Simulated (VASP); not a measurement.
# Si63S (a cell with a defect) in VASP: single point with PBE

Aim: the single point of Si63S (a cell with a defect) with PBE.

All numbers are computed with VASP 6.6.1; they aren't measurements. Logs are shortened: lines on timing, memory, paths and dates and some standing lists are left out, and cuts for length are marked.

**1. The cell of the first run**

The cell holds a defect, 64 atoms: a = 10.161 Å, b = 10.690 Å, c = 14.247 Å, α = 108.32°, β = 92.88°, γ = 109.83°.

**2. Single point, PBE, collinear spin, zero start**

File INCAR:

```
SYSTEM = Si63S
PREC = Accurate
ENCUT = 520
EDIFF = 1E-7
ISMEAR = 0
SIGMA = 0.05
LREAL = Auto
LASPH = .True.
NELM = 150
ALGO = Normal
ISIF = 2
LWAVE = .False.
LCHARG = .False.
ISPIN = 2
MAGMOM = 0 0 0 0 0 0 0 0 0 0 0 0 0 0 0 0 0 0 0 0 0 0 0 0 0 0 0 0 0 0 0 0 0 0 0 0 0 0 0 0 0 0 0 0 0 0 0 0 0 0 0 0 0 0 0 0 0 0 0 0 0 0 0 0
LORBIT = 11
GGA = PE
NBANDS = 171
```

File KPOINTS:

```
Automatic mesh
0
Gamma
  1 1 1
  0 0 0
```

File POSCAR:

```
Si63S
1.0
    6.6508880000      6.6508890000      3.8447710000
   -9.9763330000      3.3254440000      1.9223860000
    3.3254440000     -9.9763330000      9.6119280000
S Si
1 63
Direct
    0.1258419080      0.9509102312      0.9511893003
    0.3811551592      0.7047186610      0.7050862341
    0.1353903488      0.7014934906      0.2038445170
    0.6343532300      0.4551050640      0.4548667594
    0.8850252988      0.2072954746      0.2076748653
    0.3860472225      0.4559064455      0.9539905234
    0.6324020539      0.2021349317      0.7051671749
    0.1340669526      0.4538633939      0.4548821081
    0.3860022680      0.2068162293      0.2066475143
    0.1334403212      0.2046814001      0.7048465102
    0.8845504249      0.9551368128      0.4527152881
    0.6311569712      0.9541103896      0.9538780732
    0.8796136439      0.7013548954      0.7017878926
    0.3838645658      0.9544268973      0.4552027991
    0.6365897151      0.7074325875      0.2038098291
    0.8854712355      0.4528883243      0.9554710971
    0.1187973776      0.5406687166      0.0443320646
    0.3659894810      0.2946241791      0.7946201195
    0.6169548783      0.0445033677      0.5451459023
    0.1188961950      0.2959714493      0.2956693062
    0.3728755745      0.0520224431      0.0507468376
    0.1165909399      0.0456188853      0.5450127518
    0.8707013214      0.7967087745      0.2927273677
    0.6157005731      0.7942010858      0.7946732938
    0.8667225890      0.5437877976      0.5433222258
    0.3682778588      0.7956261456      0.2955805323
    0.6189494066      0.5475492392      0.0443145789
    0.1083068399      0.7884230252      0.7900286719
    0.3663924618      0.5459959100      0.5454959103
    0.8656957811      0.2931473205      0.7956774228
    0.6179597206      0.2977604521      0.2965518611
    0.8621158891      0.0468649238      0.0473669162
    0.0341440798      0.1386258349      0.9576990218
    0.2915105201      0.8833435059      0.7058919451
    0.5448848530      0.6338340552      0.4547288453
    0.0516245005      0.8842299522      0.2019007124
    0.2956016369      0.6351110218      0.9555452552
    0.0463234189      0.6339596815      0.4547583349
    0.7945404087      0.3855780620      0.2057934973
    0.5439807398      0.3821379638      0.7042244208
    0.7949161315      0.1346620421      0.4553650573
    0.2979351613      0.3847190788      0.2054793534
    0.5447905952      0.1356848433      0.9562133677
    0.0429081465      0.3841435779      0.7059643813
    0.2959601245      0.1345211616      0.4555557228
    0.7943175535      0.8818583386      0.7033013342
    0.5455692986      0.8859509083      0.2053216879
    0.7981792984      0.6326251384      0.9517843195
    0.2029976573      0.6154943874      0.7956148781
    0.4558569839      0.3664325483      0.5448564180
    0.7049296763      0.1180052948      0.2961336010
    0.2101111808      0.3611801776      0.0441872488
    0.4533976221      0.1146148024      0.7955421201
    0.2079441452      0.1164361713      0.2952312418
    0.9447028703      0.8660709537      0.0468712729
    0.7062533150      0.8649847167      0.5430525389
    0.9570544617      0.6163896497      0.2949365697
    0.4548680408      0.8676958964      0.0458277581
    0.7046590946      0.6129706027      0.7925482101
    0.2046205187      0.8661930067      0.5454590462
    0.4586374200      0.6169761743      0.2943013855
    0.9559178630      0.3656013059      0.5450742465
    0.7051271000      0.3666573620      0.0453074096
    0.9556471988      0.1120043000      0.7938551975
```

Potentials or basis: VASP PAW PBE potentials, release 64 (S, Si).

Run with:

```
> cat potpaw_PBE.64/S/POTCAR potpaw_PBE.64/Si/POTCAR > POTCAR
> mpirun -np 1 vasp_gam > vasp.out
```

OUTCAR:

```text
SYSTEM = Si63S
   PREC = Accurate
   ENCUT = 520
   EDIFF = 1E-7
   ISMEAR = 0
   LREAL = Auto
   LASPH = .True.
   NELM = 150
   ISIF = 2
   ISPIN = 2
   LORBIT = 11
   GGA = PE

 ion  position               nearest neighbor table
   1  0.126  0.951  0.951-  28 2.36  55 2.44  33 2.46  21 2.51
   2  0.381  0.705  0.705-  29 2.33  24 2.37  34 2.38  49 2.38
   3  0.135  0.701  0.204-  17 2.34  26 2.36  57 2.38  36 2.39
   4  0.634  0.455  0.455-  31 2.31  25 2.34  35 2.38  50 2.38
   5  0.885  0.207  0.208-  32 2.33  20 2.35  51 2.38  39 2.39
   6  0.386  0.456  0.954-  18 2.33  27 2.35  37 2.38  52 2.39
[... 56 lines left out ...]
  63  0.705  0.367  0.045-  43 2.34  39 2.34  27 2.38  16 2.38
  64  0.956  0.112  0.794-  33 2.33  46 2.34  10 2.38  30 2.40

  LATTYP: Found a triclinic cell.
 ALAT       =    10.1612449887
 B/A-ratio  =     3.0241273988
 C/A-ratio  =     1.1803256044
 COS(alpha) =     0.0006103648
 COS(beta)  =     0.5449076326
 COS(gamma) =     0.7560318497

  Lattice vectors:

 A1 = (  -6.6508880000,  -6.6508890000,  -3.8447710000)
 A2 = ( -26.6035530000,  -0.0000010000, -15.3790840000)
 A3 = (   3.3254450000,  -9.9763330000,  -5.7671570000)

Analysis of symmetry for initial positions (statically):
=====================================================================
 Subroutine PRICEL returns:
 Original cell was already a primitive cell.

 Routine SETGRP: Setting up the symmetry group for a
 triclinic supercell.

 Subroutine GETGRP returns: Found  1 space group operations
 (whereof  1 operations were pure point group operations)
 out of a pool of  2 trial point group operations.

The static configuration has the point symmetry C_1 .

Analysis of symmetry for dynamics (positions and initial velocities):
=====================================================================
 Subroutine PRICEL returns:
 Original cell was already a primitive cell.

 Routine SETGRP: Setting up the symmetry group for a
 triclinic supercell.

 Subroutine GETGRP returns: Found  1 space group operations
 (whereof  1 operations were pure point group operations)
 out of a pool of  2 trial point group operations.

The dynamic configuration has the point symmetry C_1 .

Analysis of structural, dynamic, and magnetic symmetry:
=====================================================================
 Subroutine PRICEL returns:
 Original cell was already a primitive cell.

 Routine SETGRP: Setting up the symmetry group for a
 triclinic supercell.

 Subroutine GETGRP returns: Found  1 space group operations
 (whereof  1 operations were pure point group operations)
 out of a pool of  2 trial point group operations.

The overall configuration has the point symmetry C_1 .

 Subroutine INISYM returns: Found  1 space group operations
 (whereof  1 operations are pure point group operations),
 and found     1 'primitive' translations

----------------------------------------------------------------------------------------

                                     Primitive cell

  volume of cell :    1360.5667

  direct lattice vectors                    reciprocal lattice vectors
     6.650888000  6.650889000  3.844771000     0.037588962  0.075177924  0.065023377
    -9.976333000  3.325444000  1.922386000    -0.075177924  0.037588958  0.065023369
     3.325444000 -9.976333000  9.611928000     0.000000004 -0.037588961  0.065023374

  length of vectors
    10.161244989 10.690246295 14.246928013     0.106267069  0.106267063  0.075106386

  position of ions in fractional coordinates (direct lattice)
     0.125841908  0.950910231  0.951189300
     0.381155159  0.704718661  0.705086234
     0.135390349  0.701493491  0.203844517
     0.634353230  0.455105064  0.454866759
     0.885025299  0.207295475  0.207674865
     0.386047222  0.455906445  0.953990523
[... 56 lines left out ...]
     0.705127100  0.366657362  0.045307410
     0.955647199  0.112004300  0.793855198

[... 112 lines left out ...]
   ENCUT  =  520.0 eV  38.22 Ry    6.18 a.u.  18.89 19.88 26.49*2*pi/ulx,y,z
   NELM   =    150;   NELMIN=  2; NELMDL= -5     # of ELM steps
   EDIFF  = 0.1E-06   stopping-criterion for ELM
   LREAL  =      T    real-space projection
   EDIFFG = 0.1E-05   stopping-criterion for IOM
   NSW    =      0    number of steps for IOM
   IBRION =     -1    ionic relax: 0-MD 1-quasi-New 2-CG
   NFREE  =      0    steps in history (QN), initial steepest desc. (CG)
   ISIF   =      2    stress and relaxation
   ISYM   =      2    0-nonsym 1-usesym 2-fastsym
   POTIM  = 0.5000    time-step for ionic-motion
   TEBEG  =    0.0;   TEEND  =   0.0 temperature during run
   PSTRESS=    0.0 pullay stress
   NELECT =     258.0000    total number of electrons
   NUPDOWN=      -1.0000    fix difference up-down
   EMIN   =  10.00;   EMAX   =-10.00  energy-range for DOS
   EFERMI =   0.00;   METHOD = LEGACY
   ISMEAR =     0;   SIGMA  =   0.05  broadening in eV -4-tet -1-fermi 0-gaus
   EFERMI_NEDOS =   21; number of points for ismear=-14 and -15
   IALGO  =     38    algorithm
   IMIX   =      4    mixing-type and parameters
     AMIX     =   0.40;   BMIX     =  1.00
     AMIX_MAG =   1.60;   BMIX_MAG =  1.00
  volume/ion in A,a.u.               =      21.26       143.46
  Fermi-wavevector in a.u.,A,eV,Ry     =   0.940535  1.777353 12.035787  0.884605
  Thomas-Fermi vector in A             =   2.067956
   LORBIT       =     11    0 simple, 1 ext, 2 COOP (PROOUT), +10 PAW based schemes
   GGA     = PE    functional components
   LHFCALC =     F    Hartree Fock is set to
   AEXX    =    0.0000 exact exchange contribution
   IVDW    =     0    specifies the selected vdW correction
   LEPSILON=     F    determine dielectric tensor
   LRPA    =     F    only Hartree local field effects (RPA)
 spin polarized calculation
 Gauss-broadening in eV      SIGMA  =   0.05
  energy-cutoff  :      520.00
  volume of cell :     1360.57
 maximum number of plane-waves:     18321
 NGX is ok and might be reduce to    80
   NGX = 37   NGY = 39   NGZ = 53

 number of electron     258.0000000 magnetization       0.0000000

 number of electron     257.9999996 magnetization      -0.0000000

 Free energy of the ion-electron system (eV)
  ---------------------------------------------------
  ext. energy  EPLUGINS =         0.00000000
  ---------------------------------------------------
  free energy    TOTEN  =      -337.06937066 eV

  energy without entropy =     -337.06937066  energy(sigma->0) =     -337.06937066

 E-fermi :   5.9400     XC(G=0):  -9.0909

 val. band max:        5.6597915156   @ k =   0.0000   0.0000   0.0000
 cond. band min:       6.1831466997   @ k =   0.0000   0.0000   0.0000
 fundamental gap:      0.5233551841
 Fermi energy:         5.9399884805

 spin component 1

 k-point     1 :       0.0000    0.0000    0.0000
  band No.  band energies     occupation
      1      -9.1065      1.00000
      2      -6.5191      1.00000
      3      -5.9378      1.00000
      4      -5.8447      1.00000
      5      -5.5285      1.00000
      6      -5.3641      1.00000
[... 133 lines left out ...]
    140       6.8423      0.00000
    141       6.8879      0.00000
 Fermi energy:         5.9399884805

 spin component 2

 k-point     1 :       0.0000    0.0000    0.0000
  band No.  band energies     occupation
      1      -9.1065      1.00000
      2      -6.5191      1.00000
      3      -5.9378      1.00000
      4      -5.8447      1.00000
      5      -5.5285      1.00000
      6      -5.3641      1.00000
[... 133 lines left out ...]
    140       6.8423      0.00000
    141       6.8879      0.00000
 [bands above 141 left out]

------------------------ aborting loop because EDIFF is reached ----------------------------------------

  FORCE on cell =-STRESS in cart. coord.  units (eV):
  Direction    XX          YY          ZZ          XY          YZ          ZX
  --------------------------------------------------------------------------------------
  -------------------------------------------------------------------------------------
  Total        2.4741230      7.1878928     25.7891086     -3.8146795     -3.7923425     -3.9092611
  in kB        2.9134799      8.4643250     30.3687607     -4.4920936     -4.4657900     -4.6034710
  external PRESSURE =      13.9155219 kB  Pullay stress =       0.0000000 kB

 VOLUME and BASIS-vectors are now :
 -----------------------------------------------------------------------------
  energy-cutoff  :      520.00
  volume of cell :     1360.57
      direct lattice vectors                 reciprocal lattice vectors
     6.650888000  6.650889000  3.844771000     0.037588962  0.075177924  0.065023377
    -9.976333000  3.325444000  1.922386000    -0.075177924  0.037588958  0.065023369
     3.325444000 -9.976333000  9.611928000     0.000000004 -0.037588961  0.065023374

 POSITION                                       TOTAL-FORCE (eV/Angst)
 -----------------------------------------------------------------------------------
     -5.48651     -5.49022     11.45461        -0.024414     -0.024115     -0.047074
     -2.15076     -2.15565      9.59743         0.001490      0.000018      0.005990
     -5.41999      1.19962      3.82842        -0.003632     -0.001766      0.002803
      1.19137      1.19454      7.68598         0.002149      0.001598      0.000533
      4.50877      4.50372      5.79738        -0.005911     -0.004520     -0.004814
      1.19172     -5.43368     11.53038        -0.003719      0.002679     -0.002419
[... 56 lines left out ...]
      1.18249      5.45702      3.85140         0.002310      0.003130      0.000525
      7.87843     -1.19140     11.52004        -0.008595      0.001091      0.000052
 -----------------------------------------------------------------------------------
    total drift:                                0.017943     -0.001727     -0.001119

  FREE ENERGIE OF THE ION-ELECTRON SYSTEM (eV)
  ---------------------------------------------------
  free  energy   TOTEN  =      -337.0693706601 eV

  energy  without entropy=     -337.0693706601  energy(sigma->0) =     -337.06937066

 total charge

# of ion       s       p       d       tot
------------------------------------------
    1        1.404   2.270   0.000   3.674
    2        0.753   0.926   0.000   1.679
    3        0.752   0.928   0.000   1.680
    4        0.758   0.933   0.000   1.691
    5        0.753   0.931   0.000   1.684
    6        0.750   0.930   0.000   1.680
[... 56 lines left out ...]
   63        0.754   0.930   0.000   1.684
   64        0.753   0.931   0.000   1.684
--------------------------------------------------
tot         48.959  60.683   0.000 109.642

 magnetization (x)

# of ion       s       p       d       tot
------------------------------------------
    1        0.000   0.000   0.000   0.000
    2        0.000  -0.000   0.000   0.000
    3        0.000  -0.000   0.000  -0.000
    4       -0.000  -0.000   0.000  -0.000
    5        0.000   0.000   0.000   0.000
    6       -0.000  -0.000   0.000  -0.000
[... 56 lines left out ...]
   63        0.000  -0.000   0.000  -0.000
   64        0.000   0.000   0.000   0.000
--------------------------------------------------
tot          0.000  -0.000   0.000   0.000
```

Wall time 24 min (1 thread of Oxide Virtual Turin-like, shared host); peak memory 1.6 GiB.

What came out:

* Free energy: -337.0694 eV
* Pressure: 1.4 GPa
* Largest force: 0.058 eV/Å
* Band gap on the k mesh: 0.52 eV
* Net moment: 0.00 μB per cell
* Valence electrons inside the program's atomic spheres: S 3.67; Si 1.68, 1.69, 1.65, 1.67, 1.64

Forces on the atoms (eV/Å):
```
S   -0.024 -0.024 -0.047
Si   0.001  0.000  0.006
Si  -0.004 -0.002  0.003
Si   0.002  0.002  0.001
Si  -0.006 -0.005 -0.005
Si  -0.004  0.003 -0.002
Si   0.000 -0.001  0.000
Si   0.000 -0.001  0.001
Si   0.002 -0.001  0.008
Si  -0.001  0.001  0.001
Si   0.001 -0.001  0.003
Si  -0.005 -0.001  0.004
Si   0.000  0.001  0.000
Si  -0.002  0.004  0.003
Si   0.004  0.002  0.003
Si   0.000 -0.001  0.005
Si   0.002 -0.003  0.000
Si  -0.002  0.001  0.001
Si   0.001 -0.001  0.000
Si  -0.003 -0.005 -0.004
Si   0.030  0.031  0.034
Si  -0.002  0.000  0.001
Si   0.000  0.001  0.000
Si  -0.002 -0.004  0.000
Si   0.004  0.005  0.003
Si   0.002 -0.003 -0.004
Si   0.000  0.003 -0.008
Si  -0.003 -0.003  0.014
Si  -0.003 -0.003 -0.004
Si   0.004 -0.002 -0.002
Si   0.004  0.001 -0.009
Si  -0.005 -0.010  0.001
Si   0.030  0.001 -0.007
Si  -0.006  0.002  0.006
Si   0.001 -0.005  0.002
Si   0.003 -0.005  0.007
Si   0.004 -0.004 -0.002
Si  -0.002 -0.001 -0.002
Si  -0.002 -0.003 -0.003
Si   0.004 -0.001  0.000
Si   0.000  0.001 -0.003
Si   0.005  0.000 -0.003
Si  -0.002 -0.009 -0.001
Si   0.000 -0.001 -0.006
Si  -0.003 -0.002 -0.005
Si   0.005 -0.003 -0.002
Si   0.003  0.000  0.000
Si   0.002 -0.004  0.004
Si  -0.003 -0.004  0.007
Si  -0.002  0.001  0.006
Si  -0.002  0.000  0.001
Si  -0.003  0.003  0.003
Si  -0.004  0.001  0.002
Si  -0.002  0.006 -0.001
Si  -0.003  0.032 -0.007
Si  -0.001  0.001  0.001
Si  -0.002  0.001  0.002
Si  -0.007 -0.001  0.004
Si   0.001  0.006 -0.008
Si   0.001  0.004 -0.001
Si   0.001 -0.001 -0.001
Si  -0.002 -0.002  0.002
Si   0.002  0.003  0.001
Si  -0.009  0.001  0.000
```

Caveat: the k points lie up to 0.67 Å⁻¹ apart.
